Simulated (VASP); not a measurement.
W:

```xyz
1
Lattice="-1.6134 1.6134 1.6134 1.6134 -1.6134 1.6134 1.6134 1.6134 -1.6134" Properties=species:S:1:pos:R:3 pbc="T T T"
W     0.0000    0.0000    0.0000
```

| Property | Result |
| --- | --- |
| Program | VASP 6.6.1 |
| Task | relaxation of cell and atoms |
| Functional | PBE |
| Dispersion | D4 |
| Potentials or basis | VASP PAW PBE potentials, release 64 (W_sv) |
| Cutoff | 340 eV |
| k mesh | 13 × 13 × 13 |
| Occupations | methfessel-paxton, width 0.1 eV |
| Spin | no spin polarisation |

At the start: pressure -17.8 GPa; volume 16.80 Å³/atom.

**Question.** How do energy, volume and symmetry change on relaxing?

**Answer.** Over 8 steps the energy falls by 56.3 meV/atom and the volume is 15.78 Å³/atom (-6.1 %); space group Im-3m (No. 229, to 0.1 Å) before and after.

The path:
```csv
step,energy change (eV),largest force (eV/Å),pressure (GPa),volume (Å³)
1,0.0000,0.0000,-17.76,16.80
2,0.8602,0.0000,113.36,12.67
3,-0.0587,0.0000,-2.18,15.89
4,-0.0593,0.0000,-0.52,15.81
5,-0.0594,0.0000,0.02,15.78
6,-0.0563,0.0000,-0.13,15.78
7,-0.0563,0.0000,0.49,15.75
8,-0.0563,0.0000,0.01,15.78
```

Final structure:
```xyz
1
Lattice="-1.5800 1.5800 1.5800 1.5800 -1.5800 1.5800 1.5800 1.5800 -1.5800" Properties=species:S:1:pos:R:3 pbc="T T T"
W     0.0000    0.0000    0.0000
```
